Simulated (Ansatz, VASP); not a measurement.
## AlNi in VASP and in Ansatz

Contents of INCAR:

```
SYSTEM = AlNi
PREC = Accurate
ENCUT = 520
EDIFF = 1E-6
ISMEAR = 0
SIGMA = 0.15
LREAL = .FALSE.
LASPH = .TRUE.
NELM = 80
ALGO = Fast
ISIF = 2
LWAVE = .FALSE.
LCHARG = .TRUE.
GGA = PS
LELF = .TRUE.
LVHAR = .TRUE.
NBANDS = 14
```

File KPOINTS:

```
Automatic mesh
0
G
  20 20 20
  0 0 0
```

POSCAR

```
AlNi
1.0
    1.9910081658     -1.9910295415      0.0000000000
    1.9910081658      1.9910295415      0.0000000000
    0.0000000000      0.0000000000      2.8263676787
Al Ni
1 1
Direct
    0.0000000000      0.0000000000      0.0000000000
    0.5000000000      0.5000000000      0.5000000000
```

Input for Ansatz:

```yaml
crystal:
  lattice:
    - [1.9910081658, -1.9910295415, 0.0]
    - [1.9910081658, 1.9910295415, 0.0]
    - [0.0, 0.0, 2.8263676787]
  atoms:
    - { symbol: Al, position: [0.0, 0.0, 0.0] }
    - { symbol: Ni, position: [0.5, 0.5, 0.5] }
basis:
  ecutwfc: 420
kpoints:
  mp_grid: { grid: [20, 20, 20] }
hamiltonian:
  xc: pbesol
scf:
  occupations: { method: gaussian, width: 0.15 }
output:
  forces: true
  stress: true
  eigenvalues: true
```

Change from the starting cell: strain -0.015 along x and y, -0.015 along z, atoms carried along.

Alike in both runs: task single point; functional PBEsol; k mesh 20 × 20 × 20; occupations gaussian, width 0.15 eV; no spin polarisation.

|  | VASP | Ansatz |
| --- | --- | --- |
| version | VASP 6.6.1 | Ansatz 0.2.0 |
| potentials or method | VASP PAW PBE potentials, release 64 (Al, Ni), cutoff 520 eV | scalar-relativistic, plane waves, PAW |
| valence electrons in the cell | 13 | 21 |

Ansatz gave:

```
gap on the k mesh at the Fermi level (eV)                     : none
pressure (GPa)                                                : 8.7
traceless stress, the component that is largest in VASP (GPa) : -0.22
```

Task: What did VASP give for the same quantities?

Result: gap on the k mesh at the Fermi level (eV): none; pressure (GPa): 8.9; traceless stress, the component that is largest in VASP (GPa): -0.22.

VASP's potentials were made for PBE, not for PBEsol. A gap of «none» marks a metal or a gap that the smearing closes. VASP's potentials hold 13 valence electrons a cell and Ansatz's 21, so a difference there can come from the potentials and not from the codes. Ansatz's warnings: near symmetry operations not taken.
